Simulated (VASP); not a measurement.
Write the native input for VASP 6.6.1 that does the following.

| Quantity | Value |
| --- | --- |
| Task | single point |
| Functional | LDA |
| Potentials or basis | VASP PAW LDA potentials, release 64 (C) |
| Cutoff | 520 eV |
| k mesh | 22 × 22 × 22 |
| Occupations | fermi-dirac, width 0.1 eV |
| Spin | no spin polarisation |
| Dipole correction | no |
| Further INCAR settings | ALGO = Normal; EDIFF = 1e-07; NBANDS = 8 |

The structure of C lies in POSCAR:

```
C
1.0
   -1.0618864174      1.0618864174      1.0618864174
    1.0618864174     -1.0618864174      1.0618864174
    1.0618864174      1.0618864174     -1.0618864174
C
1
Direct
    0.0000000000      0.0000000000      0.0000000000
```

This cell differs from its parent crystal: volume scaled by 0.76.

These files were run (other wordings do the same):

INCAR

```
SYSTEM = C
ALGO = Normal
EDIFF = 1E-7
ENCUT = 520
ISIF = 2
ISMEAR = -1
LASPH = .TRUE.
LCHARG = .FALSE.
LREAL = .FALSE.
LWAVE = .FALSE.
NBANDS = 8
NELM = 60
PREC = Accurate
SIGMA = 0.1
```

KPOINTS

```
k-points
0
G
  22 22 22
  0 0 0
```

Potentials or basis: VASP PAW LDA potentials, release 64 (C).

Launch:

```bash
$ cat potpaw_LDA.64/C/POTCAR > POTCAR
$ mpirun -np 1 vasp_std > vasp.out
```

It gave:

```yaml
Pressure: 107.4 GPa
Band_gap_on_the_k_mesh: zero (band 2 reaches 26.28 eV, above the bottom of band 3 at 9.14 eV)
```

Run time: 3.8 s on 1 thread of Intel Xeon 6975P-C, on a shared host, peak memory 0.11 GiB.
